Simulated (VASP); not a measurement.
A run of VASP 6.6.1 is set up as follows.

INCAR

```
SYSTEM = Ti2Cl
PREC     = Accurate       ! precision mode
ENCUT    = 520            ! plane-wave cutoff, eV
EDIFF    = 1E-6           ! SCF threshold, eV
ISMEAR   = 0              ! smearing method
SIGMA    = 0.1            ! smearing width, eV
LREAL    = .False.        ! projectors in reciprocal space
LASPH    = .True.         ! aspherical terms in the spheres
NELM     = 150            ! most SCF steps
ALGO     = Normal         ! electronic algorithm
ISIF     = 2              ! what is computed and relaxed
LWAVE    = .False.        ! write WAVECAR
LCHARG   = .True.         ! write CHGCAR
ISPIN    = 2              ! spin polarisation
MAGMOM   = 1 1 0          ! initial moments
LORBIT   = 11             ! projections on sites
LMAXMIX  = 4              ! l up to which the mixer works
GGA      = PE             ! functional
LELF     = .True.         ! ELF
LVHAR    = .True.       
NBANDS   = 26             ! bands
```

KPOINTS

```
regular mesh
0
Gamma
  6 6 4
  0 0 0
```

Contents of POSCAR:

```
Ti2Cl
1.0
    4.0161466200      0.0000000000      0.0000000000
   -2.0080733100      3.4780850000      0.0000000000
    0.0000000000      0.0000000000      4.1250907100
Ti Cl
2 1
Direct
    0.3333333300      0.6666666700      0.0000000000
    0.6666666700      0.3333333300      0.0000000000
    0.0000000000      0.0000000000      0.0000000000
```

Potentials or basis: VASP PAW PBE potentials, release 64 (Ti_sv, Cl).

Run with:

```bash
$ cat potpaw_PBE.64/Ti_sv/POTCAR potpaw_PBE.64/Cl/POTCAR > POTCAR
$ mpirun -np 1 vasp_std > vasp.out
```

Q: What does it give for the pressure?

A: 19.9 GPa.

Q: Predict the net moment.

A: 0.00 μB per cell.

Stress tensor (GPa, compression positive):
```
 35.59   0.00   0.00
  0.00  35.59   0.00
  0.00   0.00 -11.44
```

Caveat: the k points lie up to 0.38 Å⁻¹ apart.
